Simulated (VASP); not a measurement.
# Sc (P6_3/mmc) in VASP: a series of runs, part 2 of 2

VASP 6.6.1.

## (3) Single point, PBE

This run uses another cell than the first one, of 23.67 Å³/atom, 1.029 times its volume.

File INCAR:

```
ALGO     = Normal         # electronic algorithm
EDIFF    = 1E-6           # SCF threshold, eV
ENCUT    = 520            # plane-wave cutoff, eV
GGA      = PE             # functional
ISIF     = 2              # what is computed and relaxed
ISMEAR   = 1              # smearing method
LASPH    = True           # aspherical terms in the spheres
LCHARG   = False          # write CHGCAR
LREAL    = False          # projectors in reciprocal space
LWAVE    = False          # write WAVECAR
NBANDS   = 18             # bands
NELM     = 60             # most SCF steps
PREC     = Accurate       # precision mode
SIGMA    = 0.1            # smearing width, eV
```

File KPOINTS:

```
k-points
0
Gamma
  10 10 6
```

File POSCAR:

```
Sc
1.0
    3.2490953923      0.0000000000      0.0000000000
   -1.6245476962      2.8137990891      0.0000000000
    0.0000000000      0.0000000000      5.1778346124
Sc
2
Direct
    0.3333333333      0.6666666667      0.2500000000
    0.6666666667      0.3333333333      0.7500000000
```

Potentials or basis: VASP PAW PBE potentials, release 64 (Sc_sv).

Command:

```bash
cat potpaw_PBE.64/Sc_sv/POTCAR > POTCAR
mpirun -np 1 vasp_std > vasp.out
```

It took 20 s on 1 thread of Intel Xeon Platinum 8559C (Emerald Rapids), shared host; peak memory 0.17 GiB.

The run converged. Its results:

```yaml
Free_energy: -12.4758 eV
Pressure: 2.3 GPa
Band_gap_on_the_k_mesh: zero (band 11 reaches 4.84 eV, above the bottom of band 12 at 3.44 eV)
```

Stress tensor (GPa, compression positive):
```
3.12 0.00 0.00
0.00 3.12 0.00
0.00 0.00 0.80
```

Levels at points of the mesh, in eV from the Fermi level:
```csv
k point,band 7,band 8,band 9,band 10,band 11,band 12,band 13,band 14,band 15,band 16
"(0.00, 0.00, 0.00)",-27.71,-27.69,-5.21,-1.73,0.53,1.66,1.66,1.79,2.11,2.11
"(0.50, 0.00, 0.00)",-27.81,-27.76,-1.61,-1.10,-0.76,-0.26,1.28,1.46,1.86,3.97
"(0.00, 0.00, 0.50)",-27.74,-27.74,-3.66,-3.66,0.92,0.92,1.60,1.60,1.60,1.60
"(0.50, 0.00, 0.50)",-27.81,-27.81,-1.53,-1.53,0.05,0.05,1.35,1.35,2.52,2.52
```

## (4) Single point, PBE

This run uses another cell than the first one, of 24.34 Å³/atom, 1.058 times its volume.

File INCAR:

```
PREC = Accurate ; ENCUT = 520
EDIFF = 1E-6 ; ISMEAR = 1
SIGMA = 0.1 ; LREAL = F
LASPH = T ; NELM = 60
ALGO = Normal ; ISIF = 2
LWAVE = F ; LCHARG = F
GGA = PE ; NBANDS = 18
```

File KPOINTS:

```
Automatic mesh
0
Gamma
  10 10 6
```

File POSCAR:

```
Sc
1.0
    3.2793212712      0.0000000000      0.0000000000
   -1.6396606356      2.8399754675      0.0000000000
    0.0000000000      0.0000000000      5.2260032818
Sc
2
Direct
    0.3333333333      0.6666666667      0.2500000000
    0.6666666667      0.3333333333      0.7500000000
```

Potentials or basis: VASP PAW PBE potentials, release 64 (Sc_sv).

Command:

```bash
cat potpaw_PBE.64/Sc_sv/POTCAR > POTCAR
mpirun -np 1 vasp_std > vasp.out
```

OUTCAR:

```text
PREC = Accurate
   ENCUT = 520
   EDIFF = 1E-6
   ISMEAR = 1
   LREAL = F
   LASPH = T
   NELM = 60
   ISIF = 2
   GGA = PE

 ion  position               nearest neighbor table
   1  0.333  0.667  0.250-   2 3.23   2 3.23   2 3.23   2 3.23   2 3.23   2 3.23
   2  0.667  0.333  0.750-   1 3.23   1 3.23   1 3.23   1 3.23   1 3.23   1 3.23

  LATTYP: Found a hexagonal cell.
 ALAT       =     3.2793212712
 C/A-ratio  =     1.5936234512

  Lattice vectors:

 A1 = (   3.2793212712,   0.0000000000,   0.0000000000)
 A2 = (  -1.6396606356,   2.8399754675,   0.0000000000)
 A3 = (   0.0000000000,   0.0000000000,   5.2260032818)

Analysis of symmetry for initial positions (statically):
=====================================================================
 Subroutine PRICEL returns:
 Original cell was already a primitive cell.

 Routine SETGRP: Setting up the symmetry group for a
 hexagonal supercell.

 Subroutine GETGRP returns: Found 24 space group operations
 (whereof 12 operations were pure point group operations)
 out of a pool of 24 trial point group operations.

[... 160 lines left out ...]
  free energy    TOTEN  =       -12.48902703 eV

  energy without entropy =      -12.48782002  energy(sigma->0) =      -12.48862469

 E-fermi :   3.7578     XC(G=0):  -9.9289

 val. band max:        3.7515409687   @ k =   0.2000   0.2000   0.1667
 cond. band min:       3.7633737403   @ k =   0.4000   0.1000   0.3333
 fundamental gap:      0.0118327716
 Fermi energy:         3.7578313324

 k-point     1 :       0.0000    0.0000    0.0000
  band No.  band energies     occupation
      1     -45.6278      2.00000
      2     -45.5591      2.00000
      3     -24.4563      2.00000
      4     -24.1010      2.00000
      5     -24.1010      2.00000
      6     -24.0396      2.00000
[... 481 lines left out ...]
      5     -24.2410      2.00000
      6     -24.1903      2.00000
[... 10 lines left out ...]
     17       7.4889      0.00000
     18       7.6583      0.00000

 [... further k-points ...]

------------------------ aborting loop because EDIFF is reached ----------------------------------------

  FORCE on cell =-STRESS in cart. coord.  units (eV):
  Direction    XX          YY          ZZ          XY          YZ          ZX
  --------------------------------------------------------------------------------------
  -------------------------------------------------------------------------------------
  Total        0.4208211      0.4208211     -0.1973803      0.0000000     -0.0000000      0.0000000
  in kB       13.8528722     13.8528716     -6.4974993      0.0000000     -0.0000000      0.0000000
  external PRESSURE =       7.0694148 kB  Pullay stress =       0.0000000 kB

 VOLUME and BASIS-vectors are now :
 -----------------------------------------------------------------------------
  energy-cutoff  :      520.00
  volume of cell :       48.67
      direct lattice vectors                 reciprocal lattice vectors
     3.279321271  0.000000000  0.000000000     0.304941150  0.176057859  0.000000000
    -1.639660636  2.839975467  0.000000000     0.000000000  0.352115718  0.000000000
     0.000000000  0.000000000  5.226003282     0.000000000  0.000000000  0.191350817

 POSITION                                       TOTAL-FORCE (eV/Angst)
 -----------------------------------------------------------------------------------
     -0.00000      1.89332      1.30650         0.000000      0.000000      0.000000
      1.63966      0.94666      3.91950        -0.000000      0.000000      0.000000
 -----------------------------------------------------------------------------------
    total drift:                               -0.000000      0.000000     -0.000000

  FREE ENERGIE OF THE ION-ELECTRON SYSTEM (eV)
  ---------------------------------------------------
  free  energy   TOTEN  =       -12.4890270288 eV

  energy  without entropy=      -12.4878200247  energy(sigma->0) =      -12.48862469
```

It took 19 s on 1 thread of Intel Xeon Platinum 8559C (Emerald Rapids), shared host; peak memory 0.18 GiB.

What came out:

- Free energy: -12.4890 eV
- Pressure: 0.7 GPa
- Band gap on the k mesh: zero (band 11 reaches 4.66 eV, above the bottom of band 12 at 3.27 eV)

Levels at points of the mesh, in eV from the Fermi level:
```csv
k point,band 9,band 10,band 11,band 12,band 13,band 14
"(0.00, 0.00, 0.00)",-5.16,-1.69,0.47,1.63,1.63,1.75
"(0.50, 0.00, 0.00)",-1.59,-1.06,-0.72,-0.28,1.24,1.44
"(0.00, 0.00, 0.50)",-3.64,-3.64,0.90,0.90,1.57,1.57
"(0.50, 0.00, 0.50)",-1.49,-1.49,0.05,0.05,1.29,1.29
```

## (5) Single point, PBE

This run uses another cell than the first one, of 25.00 Å³/atom, 1.087 times its volume.

File INCAR:

```
ALGO = Normal
EDIFF = 1E-7
ENCUT = 520
GGA = PE
ISIF = 2
ISMEAR = 1
LASPH = True
LCHARG = False
LREAL = False
LWAVE = False
NBANDS = 18
NELM = 60
PREC = Accurate
SIGMA = 0.1
```

File KPOINTS:

```
k-points
0
Gamma
  10 10 6
```

File POSCAR:

```
Sc
1.0
    3.3090000000      0.0000000000      0.0000000000
   -1.6545000000      2.8656780000      0.0000000000
    0.0000000000      0.0000000000      5.2733000000
Sc
2
Direct
    0.3333333333      0.6666666667      0.2500000000
    0.6666666667      0.3333333333      0.7500000000
```

Command:

```bash
cat potpaw_PBE.64/Sc_sv/POTCAR > POTCAR
mpirun -np 1 vasp_std > vasp.out
```

It took 33 s on 1 thread of Intel Xeon Platinum 8559C (Emerald Rapids), shared host; peak memory 0.2 GiB.

Results (log left out):

* Free energy: -12.4893 eV
* Pressure: -0.7 GPa
* Band gap on the k mesh: zero (band 11 reaches 4.48 eV, above the bottom of band 12 at 3.14 eV)

Stress tensor (GPa, compression positive):
```
-0.15  0.00  0.00
 0.00 -0.15  0.00
 0.00  0.00 -1.92
```

Levels at points of the mesh, in eV from the Fermi level:
```tsv
k point	band 9	band 10	band 11	band 12	band 13	band 14
(0.00, 0.00, 0.00)	-5.10	-1.66	0.42	1.59	1.59	1.71
(0.50, 0.00, 0.00)	-1.58	-1.03	-0.68	-0.29	1.21	1.41
(0.00, 0.00, 0.50)	-3.62	-3.62	0.89	0.89	1.54	1.54
(0.50, 0.00, 0.50)	-1.45	-1.45	0.04	0.04	1.24	1.24
```

## (6) Summary

| cell | gap on the mesh (eV) | pressure (GPa) |
| --- | --- | --- |
| a = 3.218, b = 3.218, c = 5.129 Å, angles 90.0, 90.0, 120.0°, 2 atoms | none | 4.2 |
| a = 3.249, b = 3.249, c = 5.178 Å, angles 90.0, 90.0, 120.0°, 2 atoms | none | 2.3 |
| a = 3.279, b = 3.279, c = 5.226 Å, angles 90.0, 90.0, 120.0°, 2 atoms | none | 0.7 |
| a = 3.309, b = 3.309, c = 5.273 Å, angles 90.0, 90.0, 120.0°, 2 atoms | none | -0.7 |

Alike in all rows: task single point; level PBE; potentials or basis VASP PAW PBE potentials, release 64 (Sc_sv); no spin polarisation; k mesh 10 × 10 × 6; cutoff (eV) 520; smearing methfessel-paxton 0.1 eV.

Total energies depend on the potentials used, so only differences within one code and one set of settings carry meaning.
